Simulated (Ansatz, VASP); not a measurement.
# Two plane-wave programs on ZnS

File INCAR:

```
SYSTEM = ZnS
PREC = Accurate
ENCUT = 500
EDIFF = 1E-6
ISMEAR = 0
SIGMA = 0.01
LREAL = .FALSE.
LASPH = .TRUE.
NELM = 120
ALGO = Normal
ISIF = 2
LWAVE = .FALSE.
LCHARG = .TRUE.
GGA = PS
LELF = .TRUE.
LVHAR = .TRUE.
NBANDS = 16
GGA_COMPAT = .FALSE.
```

The input KPOINTS:

```
Automatic mesh
0
G
  8 8 8
  0 0 0
```

The input POSCAR:

```
ZnS
1.0
    0.0238116899      2.6754336351      2.6516219451
    2.6754336351      0.0238116899      2.6516219451
    2.6992453250      2.6992453250      0.0000000000
Zn S
1 1
Direct
    0.0017116508      0.0017116508     -0.0017116508
    0.2482883492      0.2482883492      0.2517116508
```

Input for Ansatz:

```yaml
crystal:
  lattice:
    - [0.0238116899, 2.6754336351, 2.6516219451]
    - [2.6754336351, 0.0238116899, 2.6516219451]
    - [2.699245325, 2.699245325, 0.0]
  atoms:
    - { symbol: Zn, position: [0.0017116508, 0.0017116508, -0.0017116508] }
    - { symbol: S, position: [0.2482883492, 0.2482883492, 0.2517116508] }
basis:
  ecutwfc: 600.0
kpoints:
  mp_grid: { grid: [8, 8, 8] }
  band_path:
    path:
      - [0.0, 0.0, 0.0]
      - [0.0, 0.0, 0.0]
      - [0.0, 0.0, 0.0]
      - [0.0, 0.0, 0.0]
      - [0.0, 0.0, 0.0]
      - [0.0, 0.0, 0.0]
      - [0.0, 0.0, 0.0]
      - [0.0, 0.0, 0.0]
      - [0.0, 0.0, 0.0]
      - [0.0, 0.0, 0.0]
      - [0.0, 0.0, 0.0]
      - [0.0, 0.0, 0.0]
      - [0.0, 0.0, 0.0]
      - [0.0, 0.0, 0.0]
      - [0.0, 0.0, 0.0]
      - [0.0, 0.0, 0.0]
      - [0.0, 0.0, 0.0]
      - [0.0, 0.0, 0.0]
      - [0.0, 0.0, 0.0]
      - [0.0, 0.0, 0.0]
      - [0.0, 0.0, 0.0]
      - [0.0, 0.0, 0.0]
      - [0.0, 0.0, 0.0]
      - [0.0, 0.0, 0.0]
      - [0.0, 0.0, 0.0]
      - [0.0, 0.0, 0.0]
      - [0.3, 0.3, 0.0]
      - [0.3166666667, 0.3166666667, 0.0]
      - [0.3333333333, 0.3333333333, 0.0]
      - [0.35, 0.35, 0.0]
      - [0.3666666667, 0.3666666667, 0.0]
      - [0.3833333333, 0.3833333333, 0.0]
      - [0.4, 0.4, 0.0]
      - [0.4166666667, 0.4166666667, 0.0]
      - [0.4333333333, 0.4333333333, 0.0]
      - [0.45, 0.45, 0.0]
      - [0.4666666667, 0.4666666667, 0.0]
      - [0.4833333333, 0.4833333333, 0.0]
      - [0.5, 0.5, 0.0]
      - [0.0, 0.3, 0.3]
      - [0.0, 0.3166666667, 0.3166666667]
      - [0.0, 0.3333333333, 0.3333333333]
      - [0.0, 0.35, 0.35]
      - [0.0, 0.3666666667, 0.3666666667]
      - [0.0, 0.3833333333, 0.3833333333]
      - [0.0, 0.4, 0.4]
      - [0.0, 0.4166666667, 0.4166666667]
      - [0.0, 0.4333333333, 0.4333333333]
      - [0.0, 0.45, 0.45]
      - [0.0, 0.4666666667, 0.4666666667]
      - [0.0, 0.4833333333, 0.4833333333]
      - [0.0, 0.5, 0.5]
      - [0.5, 0.5, 0.5]
      - [0.5, 0.5, 0.5]
      - [0.5, 0.5, 0.5]
      - [0.5, 0.5, 0.5]
      - [0.5, 0.5, 0.5]
      - [0.5, 0.5, 0.5]
      - [0.5, 0.5, 0.5]
      - [0.5, 0.5, 0.5]
      - [0.5, 0.5, 0.5]
      - [0.5, 0.5, 0.5]
      - [0.5, 0.5, 0.5]
      - [0.5, 0.5, 0.5]
      - [0.5, 0.5, 0.5]
      - [0.0, 0.5, 0.0]
      - [0.0, 0.5, 0.0]
      - [0.0, 0.5, 0.0]
      - [0.0, 0.5, 0.0]
      - [0.0, 0.5, 0.0]
      - [0.0, 0.5, 0.0]
      - [0.0, 0.5, 0.0]
      - [0.0, 0.5, 0.0]
      - [0.0, 0.5, 0.0]
      - [0.0, 0.5, 0.0]
      - [0.0, 0.5, 0.0]
      - [0.0, 0.5, 0.0]
      - [0.0, 0.5, 0.0]
    npoints: 1
hamiltonian:
  xc: pbesol
  pseudopotentials: { kind: paw, azcp: { folder: soft_1 } }
scf:
  occupations: { method: fixed }
  n_extra_bands: 5
output:
  eigenvalues: true
```

Alike in both runs: task single point; functional PBEsol; k mesh 8 × 8 × 8; no spin polarisation.

|  | VASP | Ansatz |
| --- | --- | --- |
| version | VASP 6.6.1 | Ansatz 0.2.0 |
| potentials or method | VASP PAW PBE potentials, release 64 (Zn, S), cutoff 500 eV | scalar-relativistic, plane waves, PAW |
| occupations | gaussian, width 0.01 eV | fixed |
| valence electrons in the cell | 18 | 18 |

|  | VASP | Ansatz | Ansatz less VASP |
| --- | --- | --- | --- |
| gap on the k mesh at the Fermi level (eV) | 2.10 | 2.09 | -0.011 |
| least direct gap on the mesh (eV) | 2.10 | 2.09 | -0.011 |

VASP's potentials were made for PBE, not for PBEsol, and Ansatz warns of the same on its side.
